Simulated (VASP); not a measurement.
Runs of VASP 6.6.1 on CdSe. The structure is that of space group F-43m (No. 216), or close to it. The cells are those of the table. 

| task | cell | k mesh | smearing | k mesh for the DOS | occupations for the DOS | gap on the mesh (eV) | pressure (GPa) |
| --- | --- | --- | --- | --- | --- | --- | --- |
| single point | a = 4.382 Å, angles 60.0°, 2 atoms | 10 × 10 × 10 | gaussian 0.02 eV | - | - | 0.49 | 0.2 |
| single point | a = 4.342 Å, angles 60.0°, 2 atoms | 6 × 6 × 6 | gaussian 0.1 eV | - | - | 0.55 | 1.6 |
| single point | a = 4.338 Å, angles 60.0°, 2 atoms | 10 × 10 × 10 | gaussian 0.02 eV | - | - | (a) | 1.7 |
| single point | a = 4.292 Å, angles 60.0°, 2 atoms | 10 × 10 × 10 | gaussian 0.02 eV | - | - | (b) | 3.5 |

Alike in all rows: level PBE; potentials or basis VASP PAW PBE potentials, release 64 (Cd, Se); no spin polarisation; cutoff (eV) 520.

Task: Estimate the missing entries.

Result: (a) 0.56; (b) 0.62.

A k mesh can miss the band edges, and the runs leave out spin-orbit coupling on Cd, Se.
